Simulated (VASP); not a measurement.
# PtSe2: single point with PBEsol

The system is PtSe2.

```
Pt Se
1.0
     3.76072    0.00000    0.00000
    -1.88036    3.25688    0.00000
     0.00000    0.00000    4.86331
Pt Se
1 2
Direct
  0.00000 0.00000 0.00000
  0.33333 0.66667 0.26068
  0.66667 0.33333 0.73932
```

```
Program             : VASP 6.6.1
Task                : single point
Functional          : PBEsol
Potentials or basis : VASP PAW PBE potentials, release 64 (Pt, Se)
Cutoff              : 520 eV
k mesh              : 12 × 12 × 10
Occupations         : gaussian, width 0.15 eV
Spin                : no spin polarisation
```

```
Pressure               : 0.1 GPa
Largest force          : 0.018 eV/Å
Band gap on the k mesh : zero (bands 11 and 12 overlap by 0.77 eV)
```

Forces on the atoms (eV/Å):
```
Pt   0.000  0.000  0.000
Se   0.000  0.000  0.018
Se   0.000  0.000 -0.018
```

Levels at points of the mesh, in eV from the Fermi level:
```
           k point  band 7  band 8  band 9  band 10  band 11  band 12  band 13  band 14  band 15  band 16
(0.00, 0.00, 0.00)   -3.85   -2.46   -1.01    -1.01     0.75     1.21     1.21     3.28     4.07     7.21
(0.50, 0.00, 0.00)   -3.79   -3.69   -3.37    -3.30    -2.92     0.55     2.51     4.92     5.99     6.99
(0.00, 0.00, 0.50)   -3.90   -2.93   -1.67    -1.64    -1.64     2.36     2.36     4.87     6.44     6.55
(0.50, 0.00, 0.50)   -3.39   -3.39   -3.11    -2.69    -1.14     0.74     1.48     4.78     4.84     7.56
```

Wall time 3 min on 1 thread of Intel Xeon 8259CL, on a shared host, peak memory 0.3 GiB.

Caveat: the PAW data sets were made with another functional, which shifts forces and pressure a little; spin-orbit coupling is left out, which moves the levels of the heavy elements.
